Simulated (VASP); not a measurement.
AgCl, 4 atoms in the cell. Symmetry: Amm2, No. 38, orthorhombic system. Conventional cell: a = 3.924 Å, b = 3.742 Å, c = 11.113 Å, α = 90.00°, β = 90.00°, γ = 90.00°. Ag (site symmetry mm2) has 7 Cl at 2.73 to 3.28 Å and 6 Ag at 3.06 to 3.92 Å within 4.0 Å. Ag (site symmetry mm2) has 7 Cl at 2.73 to 3.24 Å and 6 Ag at 3.06 to 3.92 Å within 4.0 Å. Cl (site symmetry mm2) has 7 Ag at 2.73 to 3.24 Å and 10 Cl at 3.58 to 3.92 Å within 4.0 Å. Cl (site symmetry mm2) has 7 Ag at 2.73 to 3.28 Å and 10 Cl at 3.58 to 3.92 Å within 4.0 Å. 

- Program: VASP 6.6.1
- Task: single point
- Functional: PBE
- Potentials or basis: VASP PAW PBE potentials, release 64 (Ag, Cl)
- Cutoff: 520 eV
- k mesh: 8 × 8 × 8
- Occupations: gaussian, width 0.05 eV
- Spin: no spin polarisation
- Dipole correction: no
- Further INCAR settings: ALGO = Normal; EDIFF = 1e-06; NBANDS = 26

Potentials or basis: VASP PAW PBE potentials, release 64 (Ag, Cl).

Launch:

```sh
$ cat potpaw_PBE.64/Ag/POTCAR potpaw_PBE.64/Cl/POTCAR > POTCAR
$ mpirun -np 1 vasp_std > vasp.out
```

Hardware: 1 thread of Intel Xeon 8259CL, on a shared host.

Task: How long does it take, and how much memory?

Result: Wall time 4.7 min on 1 thread of Intel Xeon 8259CL, with other jobs on the host, peak memory 0.32 GiB. Counts: scf iterations 13, k points 105.
